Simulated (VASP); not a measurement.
Here is a VASP 6.6.1 calculation.

The input INCAR:

```
PREC = Accurate ; ENCUT = 520
EDIFF = 1E-6 ; ISMEAR = -1
SIGMA = 0.1 ; LREAL = F
LASPH = T ; NELM = 60
ALGO = Normal ; ISIF = 2
LWAVE = F ; LCHARG = T
GGA = PS ; LELF = T
LVHAR = T ; NBANDS = 12
```

KPOINTS

```
regular mesh
0
Gamma
  18 18 5
```

Contents of POSCAR:

```
Be
1.0
    2.1856079860      0.0000000000      0.0000000000
   -1.0928039930      1.8927920386      0.0000000000
    0.0000000000      0.0000000000      6.9636656253
Be
4
Direct
    0.0000000000      0.0000000000      1.0000000000
    0.0000000000      0.0000000000      0.5000000000
    0.3333333333      0.6666666667      0.2500000000
    0.6666666667      0.3333333333      0.7500000000
```

Potentials or basis: VASP PAW PBE potentials, release 64 (Be).

The run is started by

```sh
$ cat potpaw_PBE.64/Be/POTCAR > POTCAR
$ mpirun -np 1 vasp_std > vasp.out
```

(1) What does it give for the band gap on the k mesh?

(2) What does it give for the pressure?

Results:

(1) zero (bands 4 and 5 overlap by 1.47 eV).

(2) 12.3 GPa.

Caveat: the cell stands under pressure; the PAW data sets were made with another functional, which shifts forces and pressure a little.
